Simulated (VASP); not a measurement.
# Ce (R-3m) in VASP: electric field gradients with r2SCAN

Aim: the electric field gradients of Ce with r2SCAN.

All numbers are computed with VASP 6.6.1; they aren't measurements. Logs are shortened: lines on timing, memory, paths and dates and some standing lists are left out, and cuts for length are marked.

## (1) The cell of the first run

Symmetry: R-3m, No. 166, trigonal system. Conventional cell: a = 5.414 Å, b = 5.414 Å, c = 3.467 Å, α = 90.00°, β = 90.00°, γ = 120.00°. Ce (site symmetry -3m) has 14 Ce at 3.33 to 3.89 Å within 4.4 Å.

## (2) Electric field gradients, r2SCAN, collinear spin, ferromagnetic start (equal xy, yz and zx shear strains of +3 %)

POSCAR reads:

```
Ce
1.0
   -1.8849995938      1.9432985503      1.9432985503
    1.9432985503     -1.8849995938      1.9432985503
    1.9432985503      1.9432985503     -1.8849995938
Ce
1
Direct
    0.0000000000      0.0000000000      0.0000000000
```

INCAR.step1 reads:

```
SYSTEM = Ce
PREC = Accurate
ENCUT = 520
ISMEAR = -1
SIGMA = 0.08
LREAL = .FALSE.
LASPH = .TRUE.
NELM = 150
ISPIN = 2
MAGMOM = 1
LMAXMIX = 6
NBANDS = 16
GGA = PE
ALGO = Normal
EDIFF = 1E-4
LWAVE = .TRUE.
LCHARG = .FALSE.
```

INCAR.step2 reads:

```
SYSTEM = Ce
PREC = Accurate
ENCUT = 520
EDIFF = 1E-8
ISMEAR = -1
SIGMA = 0.08
LREAL = .FALSE.
LASPH = .TRUE.
NELM = 150
ALGO = Normal
ISIF = 2
LWAVE = .FALSE.
LCHARG = .FALSE.
ISPIN = 2
MAGMOM = 1
LORBIT = 11
LMAXMIX = 6
METAGGA = R2SCAN
LMIXTAU = .TRUE.
LEFG = .TRUE.
NBANDS = 16
ISTART = 1
```

KPOINTS reads:

```
regular mesh
0
G
  13 13 13
  0 0 0
```

Potentials or basis: VASP PAW PBE potentials, release 64 (Ce).

Launch:

```sh
> cat potpaw_PBE.64/Ce/POTCAR > POTCAR
> cp INCAR.step1 INCAR
> mpirun -np 1 vasp_std > vasp.out
> cp INCAR.step2 INCAR
> mpirun -np 1 vasp_std > vasp.out
```

OUTCAR:

```text
SYSTEM = Ce
   PREC = Accurate
   ENCUT = 520
   EDIFF = 1E-8
   ISMEAR = -1
   LREAL = .FALSE.
   LASPH = .TRUE.
   NELM = 150
   ISIF = 2
   ISPIN = 2
   LORBIT = 11
   METAGGA = R2SCAN
   ISTART = 1

 ion  position               nearest neighbor table
   1  0.000  0.000  0.000-

  LATTYP: Found a trigonal (rhomboedric) cell.
 ALAT       =     3.3325728769
 COS(alpha) =    -0.3196300452

  Lattice vectors:

 A1 = (  -1.8849995938,   1.9432985503,   1.9432985503)
 A2 = (   1.9432985503,  -1.8849995938,   1.9432985503)
 A3 = (   1.9432985503,   1.9432985503,  -1.8849995938)

Analysis of symmetry for initial positions (statically):
=====================================================================
 Subroutine PRICEL returns:
 Original cell was already a primitive cell.

 Routine SETGRP: Setting up the symmetry group for a
 trigonal (rhombohedral) supercell.

 Subroutine GETGRP returns: Found 12 space group operations
 (whereof 12 operations were pure point group operations)
 out of a pool of 12 trial point group operations.

The static configuration has the point symmetry D_3d.

Analysis of symmetry for dynamics (positions and initial velocities):
=====================================================================
 Subroutine PRICEL returns:
 Original cell was already a primitive cell.

 Routine SETGRP: Setting up the symmetry group for a
 trigonal (rhombohedral) supercell.

 Subroutine GETGRP returns: Found 12 space group operations
 (whereof 12 operations were pure point group operations)
 out of a pool of 12 trial point group operations.

The dynamic configuration has the point symmetry D_3d.

Analysis of structural, dynamic, and magnetic symmetry:
=====================================================================
 Subroutine PRICEL returns:
 Original cell was already a primitive cell.

 Routine SETGRP: Setting up the symmetry group for a
 trigonal (rhombohedral) supercell.

 Subroutine GETGRP returns: Found 12 space group operations
 (whereof 12 operations were pure point group operations)
 out of a pool of 12 trial point group operations.

The overall configuration has the point symmetry D_3d.

 Subroutine INISYM returns: Found 12 space group operations
 (whereof 12 operations are pure point group operations),
 and found     1 'primitive' translations

----------------------------------------------------------------------------------------

                                     Primitive cell

  volume of cell :      29.3351

  direct lattice vectors                    reciprocal lattice vectors
    -1.884999594  1.943298550  1.943298550    -0.007608136  0.253604539  0.253604539
     1.943298550 -1.884999594  1.943298550     0.253604539 -0.007608136  0.253604539
     1.943298550  1.943298550 -1.884999594     0.253604539  0.253604539 -0.007608136

  length of vectors
     3.332572877  3.332572877  3.332572877     0.358731666  0.358731666  0.358731666

  position of ions in fractional coordinates (direct lattice)
     0.000000000  0.000000000  0.000000000

  ion indices of the primitive-cell ions
   primitive index   ion index
                 1           1

----------------------------------------------------------------------------------------

 KPOINTS: regular mesh

Automatic generation of k-mesh.
 Grid dimensions read from file:
 generate k-points for:   13   13   13

 Generating k-lattice:

  Cartesian coordinates                     Fractional coordinates (reciprocal lattice)
    -0.000585241  0.019508041  0.019508041     0.076923077  0.000000000  0.000000000
     0.019508041 -0.000585241  0.019508041     0.000000000  0.076923077  0.000000000
     0.019508041  0.019508041 -0.000585241     0.000000000  0.000000000  0.076923077

  Length of vectors
     0.027594744  0.027594744  0.027594744

  Shift w.r.t. Gamma in fractional coordinates (k-lattice)
     0.000000000  0.000000000  0.000000000

 Subroutine IBZKPT returns following result:
 ===========================================

 Found    231 irreducible k-points:

 Following reciprocal coordinates:
            Coordinates               Weight
  0.000000  0.000000  0.000000      1.000000
  0.076923  0.000000  0.000000      6.000000
  0.153846  0.000000  0.000000      6.000000
  0.230769  0.000000  0.000000      6.000000
  0.307692  0.000000  0.000000      6.000000
  0.384615  0.000000  0.000000      6.000000
[... 16 lines left out ...]
  0.384615  0.153846  0.000000     12.000000
  0.461538  0.153846  0.000000     12.000000
 [... further k-points ...]
   k-points           NKPTS =    231   k-points in BZ     NKDIM =    231   number of bands    NBANDS=     16
   number of dos      NEDOS =    301   number of ions     NIONS =      1
   total plane-waves  NPLWV =  21952
   dimension x,y,z NGX =    28 NGY =   28 NGZ =   28
   dimension x,y,z NGXF=    56 NGYF=   56 NGZF=   56
   ions per type =               1
   NGX,Y,Z   is equivalent  to a cutoff of  13.97, 13.97, 13.97 a.u.
   NGXF,Y,Z  is equivalent  to a cutoff of  27.94, 27.94, 27.94 a.u.
 SYSTEM =  Ce
   PREC   = accura    normal or accurate (medium, high low for compatibility)
   ISTART =      1    job   : 0-new  1-cont  2-samecut
   ICHARG =      0    charge: 1-file 2-atom 10-const
   ISPIN  =      2    spin polarized calculation?
   LNONCOLLINEAR =      F non collinear calculations
   LSORBIT =      F    spin-orbit coupling
   LASPH  =      T    aspherical Exc in radial PAW
   ENCUT  =  520.0 eV  38.22 Ry    6.18 a.u.   6.20  6.20  6.20*2*pi/ulx,y,z
   NELM   =    150;   NELMIN=  2; NELMDL=  0     # of ELM steps
   EDIFF  = 0.1E-07   stopping-criterion for ELM
   LREAL  =      F    real-space projection
   EDIFFG = 0.1E-06   stopping-criterion for IOM
   NSW    =      0    number of steps for IOM
   IBRION =     -1    ionic relax: 0-MD 1-quasi-New 2-CG
   NFREE  =      0    steps in history (QN), initial steepest desc. (CG)
   ISIF   =      2    stress and relaxation
   ISYM   =      2    0-nonsym 1-usesym 2-fastsym
   POTIM  = 0.5000    time-step for ionic-motion
   TEBEG  =    0.0;   TEEND  =   0.0 temperature during run
   PSTRESS=    0.0 pullay stress
   NELECT =      12.0000    total number of electrons
   NUPDOWN=      -1.0000    fix difference up-down
   EMIN   =  10.00;   EMAX   =-10.00  energy-range for DOS
   EFERMI =   0.00;   METHOD = LEGACY
   ISMEAR =    -1;   SIGMA  =   0.08  broadening in eV -4-tet -1-fermi 0-gaus
   EFERMI_NEDOS =   21; number of points for ismear=-14 and -15
   IALGO  =     38    algorithm
   IMIX   =      4    mixing-type and parameters
     AMIX     =   0.40;   BMIX     =  1.00
     AMIX_MAG =   1.60;   BMIX_MAG =  1.00
  volume/ion in A,a.u.               =      29.34       197.96
  Fermi-wavevector in a.u.,A,eV,Ry     =   1.215269  2.296526 20.094162  1.476879
  Thomas-Fermi vector in A             =   2.350662
   LORBIT       =     11    0 simple, 1 ext, 2 COOP (PROOUT), +10 PAW based schemes
   METAGGA = R2SCAN    functional components
   LHFCALC =     F    Hartree Fock is set to
   AEXX    =    0.0000 exact exchange contribution
   IVDW    =     0    specifies the selected vdW correction
   LEPSILON=     F    determine dielectric tensor
   LRPA    =     F    only Hartree local field effects (RPA)
 spin polarized calculation
  energy-cutoff  :      520.00
  volume of cell :       29.34
 maximum number of plane-waves:       800
 NGX is ok and might be reduce to    28
   NGX = 13   NGY = 13   NGZ = 13

 number of electron      12.0000000 magnetization      -0.0010914

 number of electron      12.0000000 magnetization       0.0000562

 Free energy of the ion-electron system (eV)
  ---------------------------------------------------
  ext. energy  EPLUGINS =         0.00000000
  ---------------------------------------------------
  free energy    TOTEN  =       -30.57097996 eV

  energy without entropy =      -30.47848701  energy(sigma->0) =      -30.52473349

 E-fermi :   8.3359     XC(G=0): -11.6069

 val. band max:        8.3310603455   @ k =   0.2308   0.0000   0.0000
 cond. band min:       8.3359559578   @ k =   0.1538   0.1538   0.0769
 fundamental gap:      0.0048956123
 Fermi energy:         8.3358858773

 spin component 1

 k-point     1 :       0.0000    0.0000    0.0000
  band No.  band energies     occupation
      1     -27.6668      1.00000
      2      -8.8118      1.00000
      3      -8.6709      1.00000
      4      -8.6709      1.00000
      5       5.2059      1.00000
      6       8.4510      0.19167
[... 8 lines left out ...]
     15      10.7223      0.00000
     16      13.0146      0.00000

 k-point     2 :       0.0769    0.0000    0.0000
  band No.  band energies     occupation
      1     -27.6455      1.00000
      2      -8.9265      1.00000
      3      -8.7394      1.00000
      4      -8.6744      1.00000
      5       5.4537      1.00000
      6       8.4004      0.30871
[... 8 lines left out ...]
     15      10.9632      0.00000
     16      12.8696      0.00000
[... 387 lines left out ...]
      5       6.8839      1.00000
      6       8.1542      0.90646
[... 8 lines left out ...]
     15      13.3279      0.00000
     16      14.8059      0.00000

 k-point    24 :       0.4615    0.1538    0.0000
  band No.  band energies     occupation
      1     -27.2537      1.00000
      2     -10.8011      1.00000
      3      -9.5338      1.00000
      4      -8.8867      1.00000
      5       6.8714      1.00000
      6       8.1376      0.92261
[... 8 lines left out ...]
     15      13.3369      0.00000
     16      14.7040      0.00000

 [... further k-points ...]

 spin component 2

 k-point     1 :       0.0000    0.0000    0.0000
  band No.  band energies     occupation
      1     -27.6668      1.00000
      2      -8.8118      1.00000
      3      -8.6709      1.00000
      4      -8.6709      1.00000
      5       5.2059      1.00000
      6       8.4511      0.19151
[... 8 lines left out ...]
     15      10.7223      0.00000
     16      13.0146      0.00000

 k-point     2 :       0.0769    0.0000    0.0000
  band No.  band energies     occupation
      1     -27.6455      1.00000
      2      -8.9265      1.00000
      3      -8.7394      1.00000
      4      -8.6744      1.00000
      5       5.4537      1.00000
      6       8.4005      0.30849
[... 8 lines left out ...]
     15      10.9632      0.00000
     16      12.8696      0.00000
[... 387 lines left out ...]
      5       6.8840      1.00000
      6       8.1542      0.90643
[... 8 lines left out ...]
     15      13.3279      0.00000
     16      14.8059      0.00000

 k-point    24 :       0.4615    0.1538    0.0000
  band No.  band energies     occupation
      1     -27.2537      1.00000
      2     -10.8011      1.00000
      3      -9.5338      1.00000
      4      -8.8867      1.00000
      5       6.8715      1.00000
      6       8.1376      0.92259
[... 8 lines left out ...]
     15      13.3369      0.00000
     16      14.7040      0.00000

 [... further k-points ...]

------------------------ aborting loop because EDIFF is reached ----------------------------------------

  FORCE on cell =-STRESS in cart. coord.  units (eV):
  Direction    XX          YY          ZZ          XY          YZ          ZX
  --------------------------------------------------------------------------------------
  -------------------------------------------------------------------------------------
  Total       -0.4767570     -0.4767570     -0.4767570     -0.0829248     -0.0829248     -0.0829248
  in kB      -26.0387039    -26.0387039    -26.0387039     -4.5290436     -4.5290436     -4.5290436
  external PRESSURE =     -26.0387039 kB  Pullay stress =       0.0000000 kB

 VOLUME and BASIS-vectors are now :
 -----------------------------------------------------------------------------
  energy-cutoff  :      520.00
  volume of cell :       29.34
      direct lattice vectors                 reciprocal lattice vectors
    -1.884999594  1.943298550  1.943298550    -0.007608136  0.253604539  0.253604539
     1.943298550 -1.884999594  1.943298550     0.253604539 -0.007608136  0.253604539
     1.943298550  1.943298550 -1.884999594     0.253604539  0.253604539 -0.007608136

 POSITION                                       TOTAL-FORCE (eV/Angst)
 -----------------------------------------------------------------------------------
      0.00000      0.00000      0.00000         0.000000      0.000000      0.000000
 -----------------------------------------------------------------------------------
    total drift:                               -0.000000     -0.000000     -0.000000

  FREE ENERGIE OF THE ION-ELECTRON SYSTEM (eV)
  ---------------------------------------------------
  free  energy   TOTEN  =       -30.5709799604 eV

  energy  without entropy=      -30.4784870108  energy(sigma->0) =      -30.52473349

 Electric field gradients (V/A^2)
---------------------------------------------------------------------
 ion       V_xx      V_yy      V_zz      V_xy      V_xz      V_yz
---------------------------------------------------------------------
   1      -0.000    -0.000    -0.000   -25.495   -25.495   -25.495
---------------------------------------------------------------------

 Electric field gradients after diagonalization (V/A^2)
 (convention: |V_zz| > |V_xx| > |V_yy|)
----------------------------------------------------------------------
 ion       V_xx      V_yy      V_zz     asymmetry (V_yy - V_xx)/ V_zz
----------------------------------------------------------------------
   1      25.495    25.495   -50.990       0.000
----------------------------------------------------------------------

           NMR quadrupolar parameters

 Cq : quadrupolar parameter    Cq=e*Q*V_zz/h
 eta: asymmetry parameters     (V_yy - V_xx)/ V_zz
 Q  : nuclear electric quadrupole moment in mb (millibarn)
----------------------------------------------------------------------
 ion       Cq(MHz)       eta       Q (mb)
----------------------------------------------------------------------
   1      -0.123       0.000       1.000
----------------------------------------------------------------------

 total charge

# of ion       s       p       d       f       tot
--------------------------------------------------
    1        2.135   5.610   1.183   0.924   9.853

 magnetization (x)

# of ion       s       p       d       f       tot
--------------------------------------------------
    1        0.000   0.000   0.000   0.000   0.000
```

It took 18 min on 1 thread of Intel Xeon 6975P-C (Granite Rapids), shared host; peak memory 0.34 GiB.

What came out:

| Item | Value |
| --- | --- |
| Free energy | -30.5710 eV |
| Pressure | -2.6 GPa |
| Band gap on the k mesh | zero (filled and empty bands overlap) |
| Net moment | 0.00 μB per cell |
| Largest electric field gradient by atom | Ce -51.0 V/Å² |
| Valence electrons inside the program's atomic spheres | Ce 9.85 |

Electric field gradients, principal values (V/Å²):
| atom | least | middle | greatest (by size) |
| --- | --- | --- | --- |
| 1 Ce | 25.495 | 25.495 | -50.990 |

Caveat: the cell differs from its parent crystal (equal xy, yz and zx shear strains of +3 %); the magnetic or orbital state may not be the lowest; the moments typed at the start vanished in this run; without QUAD_EFG the Cq values of the log hold for a quadrupole moment of 1 mb, not for the nuclei; the PAW data sets were made with another functional, which shifts forces and pressure a little; spin-orbit coupling is left out, which moves the levels of the heavy elements; semilocal functionals describe open f shells poorly, which spoils levels, moments and volumes. The state reached can hang on the start; a lower one may exist.
